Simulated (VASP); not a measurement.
Here is a VASP 6.6.1 calculation.

Contents of INCAR:

```
ALGO = Normal
DIPOL = 0.5 0.5 0.316
EDIFF = 1E-6
ENCUT = 520
GGA = PE
IDIPOL = 3
ISIF = 2
ISMEAR = 0
IVDW = 12
LASPH = T
LCHARG = T
LDIPOL = T
LELF = T
LREAL = F
LVACPOTAV = T
LVHAR = T
LWAVE = F
NBANDS = 53
NELM = 60
PREC = Accurate
SIGMA = 0.1
```

The input KPOINTS:

```
k-points
0
Gamma
  6 6 1
```

POSCAR

```
SiW6
1.0
    4.4682526324      0.0000000000      0.0000000000
   -2.2341263162      3.8696202902      0.0000000000
    0.0000000000      0.0000000000     21.7259061349
W Si
6 1
Direct
    0.6666666667      0.3333333333      0.1841119986
    0.3333333333      0.6666666667      0.2260931360
    0.0000000000      0.0000000000      0.2680742733
    0.6666666667      0.3333333333      0.3070897866
    0.3333333333      0.6666666667      0.3466976876
    0.0000000000      0.0000000000      0.3832248047
    0.2222222222      0.6666666667      0.4982948038
```

Potentials or basis: VASP PAW PBE potentials, release 64 (W_sv, Si).

Command:

```bash
$ cat potpaw_PBE.64/W_sv/POTCAR potpaw_PBE.64/Si/POTCAR > POTCAR
$ mpirun -np 1 vasp_std > vasp.out
```

What does it give for the largest force?

2.116 eV/Å.

Predict the dispersion energy per atom.

-0.410 eV.

Estimate the band gap on the k mesh.

zero (band 44 reaches 0.32 eV, above the bottom of band 45 at -0.04 eV).

Forces on the atoms (eV/Å):
```
W    0.050  0.011  2.115
W   -0.033 -0.003 -0.940
W    0.031 -0.016 -1.492
W   -0.213  0.030 -0.392
W   -0.190  0.033  1.420
W    0.381 -0.113  1.399
Si  -0.025  0.058 -2.109
```

Caveat: spin-orbit coupling is left out, which moves the levels of the heavy elements.
